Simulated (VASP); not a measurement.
Set up this calculation in VASP 6.6.1, as the native input.

| Item | Value |
| --- | --- |
| Task | single point |
| Functional | PBE |
| Potentials or basis | VASP PAW PBE potentials, release 64 (In_d, Sb, As) |
| Cutoff | 520 eV |
| k mesh | 6 × 6 × 2 |
| Occupations | gaussian, width 0.1 eV |
| Spin | no spin polarisation |
| Dipole correction | no |
| Further INCAR settings | ALGO = Normal; EDIFF = 1e-06; NBANDS = 36 |

The structure of In3SbAs2 lies in POSCAR:

```
In3SbAs2
1.0
    4.1748599700      0.0000000000      0.0000000000
   -2.0874299800      3.6155347900      0.0000000000
    0.0000000000      0.0000000000     10.2262766700
In Sb As
3 1 2
Direct
    0.0000000000      0.0000000000      0.0000000000
    0.3333333300      0.6666666700      0.6666666700
    0.6666666700      0.3333333300      0.3333333300
    0.0000000000      0.0000000000      0.2500000000
    0.3333333300      0.6666666700      0.9166666700
    0.6666666700      0.3333333300      0.5833333300
```

One way to write it, as run:

INCAR

```
PREC = Accurate ; ENCUT = 520
EDIFF = 1E-6 ; ISMEAR = 0
SIGMA = 0.1 ; LREAL = F
LASPH = T ; NELM = 60
ALGO = Normal ; ISIF = 2
LWAVE = F ; LCHARG = F
GGA = PE ; NBANDS = 36
```

KPOINTS

```
Automatic mesh
0
Gamma
  6 6 2
```

Potentials or basis: VASP PAW PBE potentials, release 64 (In_d, Sb, As).

Command:

```console
$ cat potpaw_PBE.64/In_d/POTCAR potpaw_PBE.64/Sb/POTCAR potpaw_PBE.64/As/POTCAR > POTCAR
$ mpirun -np 1 vasp_std > vasp.out
```

Results of the run:

The pressure is 16.3 GPa, the largest force is 1.583 eV/Å and the band gap on the k mesh is 0.25 eV.

Caveat: the cell stands under pressure; spin-orbit coupling is left out, which moves the levels of the heavy elements; forces of over 1 eV/Å act on the atoms, so gaps and moduli don't describe the material at rest.

It took 34 s on 1 thread of Intel(R) Xeon(R) 6975P-C (Granite Rapids), with other jobs on the host, peak memory 0.3 GiB.
